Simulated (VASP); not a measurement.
# MgO in VASP: a series of runs, part 2 of 2

VASP 6.6.1. Earlier steps stand in the parts before.

### 4 Single point, r2SCAN, collinear spin, ferromagnetic start

File POSCAR:

```
MgO
1.0
    1.4864360698      0.8581942650      2.4292200140
   -1.4864360698      0.8581942650      2.4292200140
    0.0000000000     -1.7163885301      2.4292200140
Mg O
1 1
Direct
    0.0000000000      0.0000000000      0.0000000000
    0.5000000000      0.5000000000      0.5000000000
```

File INCAR.step1:

```
ALGO = Normal ; EDIFF = 1E-4
ENCUT = 520 ; GGA = PE
ISMEAR = 0 ; ISPIN = 2
LASPH = True ; LCHARG = False
LREAL = False ; LWAVE = True
MAGMOM = 0 0.61 ; NBANDS = 15
NELM = 150 ; PREC = Accurate
SIGMA = 0.1
```

File INCAR.step2:

```
ALGO = Normal ; EDIFF = 1E-6
ENCUT = 520 ; ISIF = 2
ISMEAR = 0 ; ISPIN = 2
ISTART = 1 ; LASPH = True
LCHARG = True ; LELF = True
LMIXTAU = True ; LORBIT = 11
LREAL = False ; LVHAR = True
LWAVE = False ; MAGMOM = 0 0.61
METAGGA = R2SCAN ; NBANDS = 15
NELM = 150 ; PREC = Accurate
SIGMA = 0.1
```

File KPOINTS:

```
k-points
0
Gamma
  12 12 12
```

Potentials or basis: VASP PAW PBE potentials, release 64 (Mg, O).

Launch:

```
$ cat potpaw_PBE.64/Mg/POTCAR potpaw_PBE.64/O/POTCAR > POTCAR
$ cp INCAR.step1 INCAR
$ mpirun -np 1 vasp_std > vasp.out
$ cp INCAR.step2 INCAR
$ mpirun -np 1 vasp_std > vasp.out
```

OUTCAR:

```text
EDIFF = 1E-6
   ENCUT = 520
   ISIF = 2
   ISMEAR = 0
   ISPIN = 2
   ISTART = 1
   LASPH = True
   LORBIT = 11
   LREAL = False
   METAGGA = R2SCAN
   NELM = 150
   PREC = Accurate

 ion  position               nearest neighbor table
   1  0.000  0.000  0.000-   2 2.10   2 2.10   2 2.10   2 2.10   2 2.10   2 2.10
   2  0.500  0.500  0.500-   1 2.10   1 2.10   1 2.10   1 2.10   1 2.10   1 2.10

  LATTYP: Found a trigonal (rhomboedric) cell.
 ALAT       =     2.9744074137
 COS(alpha) =     0.5005160281

  Lattice vectors:

 A1 = (   1.4864360698,   0.8581942650,   2.4292200140)
 A2 = (  -1.4864360698,   0.8581942650,   2.4292200140)
 A3 = (   0.0000000000,  -1.7163885301,   2.4292200140)

Analysis of symmetry for initial positions (statically):
=====================================================================
 Subroutine PRICEL returns:
 Original cell was already a primitive cell.

 Routine SETGRP: Setting up the symmetry group for a
 trigonal (rhombohedral) supercell.

 Subroutine GETGRP returns: Found 12 space group operations
 (whereof 12 operations were pure point group operations)
 out of a pool of 12 trial point group operations.

The static configuration has the point symmetry D_3d.

Analysis of symmetry for dynamics (positions and initial velocities):
=====================================================================
 Subroutine PRICEL returns:
 Original cell was already a primitive cell.

 Routine SETGRP: Setting up the symmetry group for a
 trigonal (rhombohedral) supercell.

 Subroutine GETGRP returns: Found 12 space group operations
 (whereof 12 operations were pure point group operations)
 out of a pool of 12 trial point group operations.

The dynamic configuration has the point symmetry D_3d.

Analysis of structural, dynamic, and magnetic symmetry:
=====================================================================
 Subroutine PRICEL returns:
[... 588 lines left out ...]
      4       2.0003      1.00000
      5      12.8253      0.00000
      6      16.3793      0.00000
      7      18.2032      0.00000
      8      20.9744      0.00000
      9      24.8797      0.00000
     10      26.5876      0.00000
     11      28.5856      0.00000
     12      34.1129      0.00000
     13      34.1970      0.00000
     14      35.2278      0.00000
     15      38.1221      0.00000

 [... further k-points ...]

 spin component 2

 k-point     1 :       0.0000    0.0000    0.0000
  band No.  band energies     occupation
      1     -15.4141      1.00000
      2       2.8070      1.00000
      3       2.8130      1.00000
      4       2.8130      1.00000
      5       8.4635      0.00000
      6      19.6571      0.00000
      7      19.6803      0.00000
      8      19.6803      0.00000
      9      23.8317      0.00000
     10      25.6044      0.00000
     11      25.6044      0.00000
     12      28.7417      0.00000
     13      28.7541      0.00000
     14      28.7541      0.00000
[... 403 lines left out ...]
      4       2.0003      1.00000
      5      12.8253      0.00000
      6      16.3793      0.00000
      7      18.2032      0.00000
      8      20.9744      0.00000
      9      24.8797      0.00000
     10      26.5876      0.00000
     11      28.5856      0.00000
     12      34.1129      0.00000
     13      34.1970      0.00000
     14      35.2278      0.00000
     15      38.1221      0.00000

 [... further k-points ...]

------------------------ aborting loop because EDIFF is reached ----------------------------------------

  FORCE on cell =-STRESS in cart. coord.  units (eV):
  Direction    XX          YY          ZZ          XY          YZ          ZX
  --------------------------------------------------------------------------------------
  -------------------------------------------------------------------------------------
  Total       -0.1365782     -0.1365782     -0.1649671      0.0000000      0.0000000      0.0000000
  in kB      -11.7690637    -11.7690637    -14.2153670      0.0000000      0.0000000      0.0000000
  external PRESSURE =     -12.5844981 kB  Pullay stress =       0.0000000 kB

 VOLUME and BASIS-vectors are now :
 -----------------------------------------------------------------------------
  energy-cutoff  :      520.00
  volume of cell :       18.59
      direct lattice vectors                 reciprocal lattice vectors
     1.486436070  0.858194265  2.429220014     0.336375045  0.194206223  0.137218256
    -1.486436070  0.858194265  2.429220014    -0.336375045  0.194206223  0.137218256
     0.000000000 -1.716388530  2.429220014     0.000000000 -0.388412446  0.137218256

 POSITION                                       TOTAL-FORCE (eV/Angst)
 -----------------------------------------------------------------------------------
      0.00000      0.00000      0.00000         0.000000      0.000000      0.000000
      0.00000     -0.00000      3.64383         0.000000     -0.000000     -0.000000
 -----------------------------------------------------------------------------------
    total drift:                               -0.000000      0.000000     -0.000000

  FREE ENERGIE OF THE ION-ELECTRON SYSTEM (eV)
  ---------------------------------------------------
  free  energy   TOTEN  =       -16.1610102126 eV

  energy  without entropy=      -16.1610102126  energy(sigma->0) =      -16.16101021

 total charge

# of ion       s       p       d       tot
------------------------------------------
    1        0.140   0.176   0.074   0.390
    2        1.545   3.590   0.000   5.135
--------------------------------------------------
tot          1.686   3.766   0.074   5.526

 magnetization (x)

# of ion       s       p       d       tot
------------------------------------------
    1        0.000   0.000  -0.000   0.000
    2        0.000   0.000   0.000   0.000
--------------------------------------------------
tot          0.000   0.000  -0.000   0.000
```

It took 4.8 min on 1 thread of Intel Xeon 8259CL, shared host; peak memory 0.22 GiB.

Results:

- Free energy: -16.1610 eV
- Pressure: -1.3 GPa
- Band gap on the k mesh: 5.65 eV
- Net moment: 0.00 μB per cell
- Valence electrons inside the program's atomic spheres: Mg 0.39; O 5.13

Caveat: the PAW data sets were made with another functional, which shifts forces and pressure a little. A k mesh can miss the band edges.

### 5 The runs side by side

```tsv
task	spin	cell	k mesh	cutoff (eV)	smearing	gap on the mesh (eV)	pressure (GPa)
single point	off	a = 2.973 Å, angles 60.0°, 2 atoms	10 × 10 × 10	520	gaussian 0.02 eV	5.66	-1.2
relaxation of cell and atoms	off	relaxed from a = 2.974 Å, angles 60.0°, 2 atoms	10 × 10 × 10	600	gaussian 0.02 eV	5.75	0.0
single point	collinear, ferromagnetic start	a = 2.974 Å, angles 60.0°, 2 atoms	12 × 12 × 12	520	gaussian 0.1 eV	5.65	-1.3
```

Alike in all rows: level r2SCAN; potentials or basis VASP PAW PBE potentials, release 64 (Mg, O).

Caveats: the PAW data sets were made with another functional, which shifts forces and pressure a little.

Absolute energies hang on the potentials; compare differences alone.
